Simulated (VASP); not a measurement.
Here is a VASP 6.6.1 calculation.

The input INCAR:

```
  PREC = Accurate
  ENCUT = 520
  EDIFF = 1E-6
  ISMEAR = 0
  SIGMA = 0.1
  LREAL = F
  LASPH = T
  NELM = 100
  ALGO = Normal
  ISIF = 2
  LWAVE = F
  LCHARG = F
  GGA = PE
  NBANDS = 28
```

Contents of KPOINTS:

```
regular mesh
0
Gamma
  6 6 6
```

POSCAR

```
LiSe6
1.0
    6.7314022961      0.0000000000      0.0000000000
    0.0000000000      6.7314022961      0.0000000000
    0.0000000000      0.0000000000      6.7314022961
Li Se
1 6
Direct
    0.0000000000      0.0000000000      0.0000000000
    0.8292030259      0.5000000000      0.5000000000
    0.1707969741      0.5000000000      0.5000000000
    0.5000000000      0.5000000000      0.8292030259
    0.5000000000      0.5000000000      0.1707969741
    0.5000000000      0.1707969741      0.5000000000
    0.5000000000      0.8292030259      0.5000000000
```

Potentials or basis: VASP PAW PBE potentials, release 64 (Li_sv, Se).

Command:

```sh
$ cat potpaw_PBE.64/Li_sv/POTCAR potpaw_PBE.64/Se/POTCAR > POTCAR
$ mpirun -np 1 vasp_std > vasp.out
```

(1) What does it give for the largest force?

Answers

(1) 0.035 eV/Å.
